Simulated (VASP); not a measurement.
Li4Ge2B:

```
CELL_PARAMETERS angstrom
2.23015 1.28758 6.10657
-2.23015 1.28758 6.10657
0.00000 -2.57516 6.10657
ATOMIC_POSITIONS crystal
Li 0.16400 0.16400 0.16400
Li 0.29940 0.29940 0.29940
Li 0.00330 0.00330 0.00330
Li 0.45900 0.45900 0.45900
Ge 0.59305 0.59305 0.59305
Ge 0.73355 0.73355 0.73355
B 0.87560 0.87560 0.87560
```

- Program: VASP 6.6.1
- Task: relaxation of cell and atoms
- Functional: PBE
- Potentials or basis: VASP PAW PBE potentials, release 64 (Li_sv, Ge_d, B)
- Cutoff: 600 eV
- k mesh: 6 × 6 × 6
- Occupations: gaussian, width 0.1 eV
- Spin: no spin polarisation

At the start: pressure -3.1 GPa; volume 15.03 Å³/atom.

Problem. Where does the relaxation end?

Solution. Over 19 steps the energy falls by 112.2 meV/atom and the volume is 13.39 Å³/atom (-10.9 %); space group R3m (No. 160, to 0.1 Å) before and after.

The path:
```tsv
step	energy change (eV)	largest force (eV/Å)	pressure (GPa)	volume (Å³)
1	0.0000	0.9716	-3.10	105.21
2	-0.2445	0.7366	-2.32	100.83
3	-0.5470	0.4708	0.54	92.17
4	-0.5652	0.6163	2.73	88.31
5	-0.5692	0.5600	2.05	89.31
6	-0.6501	0.4391	0.71	91.24
7	-0.7065	0.3338	-0.82	94.09
8	-0.7126	0.2921	-1.23	95.19
9	-0.7470	0.2093	-0.16	93.26
10	-0.7517	0.2740	0.56	92.23
11	-0.7734	0.1204	0.62	92.04
12	-0.7745	0.0866	0.66	91.98
13	-0.7812	0.0928	-0.32	93.80
14	-0.7812	0.0928	-0.22	93.76
15	-0.7839	0.0527	-0.05	93.57
16	-0.7841	0.0459	0.01	93.51
17	-0.7849	0.0576	0.09	93.46
18	-0.7849	0.0526	0.09	93.46
19	-0.7854	0.0292	0.01	93.71
```

Final structure:
```
CELL_PARAMETERS angstrom
2.02356 1.16830 6.60631
-2.02356 1.16830 6.60631
0.00000 -2.33661 6.60631
ATOMIC_POSITIONS crystal
Li 0.16449 0.16449 0.16449
Li 0.31411 0.31411 0.31411
Li 0.02080 0.02080 0.02080
Li 0.44961 0.44961 0.44962
Ge 0.57662 0.57662 0.57662
Ge 0.74416 0.74416 0.74416
B 0.85811 0.85811 0.85811
```

Caveat: the cutoff is under 1.25 times the usual one of these potentials, so pressure, stress and relaxed cells hold a basis-set (Pulay) error.
